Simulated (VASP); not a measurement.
Wanted: the native input for a VASP 6.6.1 run.

```yaml
Task: density of states
Functional: PBE
Dispersion: D4
Potentials_or_basis: VASP PAW PBE potentials, release 64 (Ga_d, Co)
Cutoff: 520 eV
k_mesh: 9 × 9 × 9
Occupations: methfessel-paxton, width 0.15 eV
Spin: collinear spin, ferromagnetic start
Starting_moments: "[0.0, 2.0] μB"
Hubbard_terms: Co d U = 8.0 eV
Dipole_correction: no
k_mesh_for_the_DOS: 14 × 14 × 14
Occupations_for_the_DOS: tetrahedron
Further_INCAR_settings: ALGO = Normal; EDIFF = 1e-06; NBANDS = 22
```

Crystal: GaCo.

```
Ga Co
1.0
     2.87800    0.00000    0.00000
     0.00000    2.87800    0.00000
     0.00000    0.00000    2.87800
Ga Co
1 1
Direct
  0.50000 0.50000 0.50000
  0.00000 0.00000 0.00000
```

One way to write it, as run:

POSCAR

```
GaCo
1.0
    2.8780000000      0.0000000000      0.0000000000
    0.0000000000      2.8780000000      0.0000000000
    0.0000000000      0.0000000000      2.8780000000
Ga Co
1 1
Direct
    0.5000000000      0.5000000000      0.5000000000
    0.0000000000      0.0000000000      0.0000000000
```

INCAR.step1

```
SYSTEM = GaCo
PREC = Accurate
ENCUT = 520
EDIFF = 1E-6
ISMEAR = 1
SIGMA = 0.15
LREAL = .FALSE.
LASPH = .TRUE.
NELM = 150
ALGO = Normal
ISIF = 2
LWAVE = .FALSE.
LCHARG = .TRUE.
ISPIN = 2
MAGMOM = 0 2
LMAXMIX = 4
LDAU = .TRUE.
LDAUTYPE = 2
LDAUL = -1 2
LDAUU = 0 8
LDAUJ = 0 0
LDAUPRINT = 1
GGA = PE
IVDW = 13
NBANDS = 22
```

KPOINTS.step1

```
regular mesh
0
G
  9 9 9
  0 0 0
```

INCAR.step2

```
SYSTEM = GaCo
PREC = Accurate
ENCUT = 520
EDIFF = 1E-6
ISMEAR = -5
SIGMA = 0.15
LREAL = .FALSE.
LASPH = .TRUE.
NELM = 150
ALGO = Normal
ISIF = 2
LWAVE = .FALSE.
LCHARG = .FALSE.
ISPIN = 2
MAGMOM = 0 2
LORBIT = 11
LMAXMIX = 4
LDAU = .TRUE.
LDAUTYPE = 2
LDAUL = -1 2
LDAUU = 0 8
LDAUJ = 0 0
LDAUPRINT = 1
GGA = PE
IVDW = 13
NBANDS = 22
NEDOS = 1001
ICHARG = 11
```

KPOINTS.step2

```
regular mesh
0
G
  14 14 14
  0 0 0
```

Potentials or basis: VASP PAW PBE potentials, release 64 (Ga_d, Co).

Run with:

```bash
$ cat potpaw_PBE.64/Ga_d/POTCAR potpaw_PBE.64/Co/POTCAR > POTCAR
$ cp INCAR.step1 INCAR
$ cp KPOINTS.step1 KPOINTS
$ mpirun -np 1 vasp_std > vasp.out
$ cp INCAR.step2 INCAR
$ cp KPOINTS.step2 KPOINTS
$ mpirun -np 1 vasp_std > vasp.out
```

Results of the run:

```
Net moment                                            : 1.95 μB per cell
Site moments                                          : Ga -0.02; Co +1.95 μB
Valence electrons inside the program's atomic spheres : Ga 11.85; Co 8.50
Dispersion energy per atom                            : -0.547 eV
```

Caveat: the U is typed as a test and isn't derived for this compound.

It took 57 s on 1 thread of Intel(R) Xeon(R) Platinum 8488C (Sapphire Rapids) (shared host), peak memory 0.22 GiB.
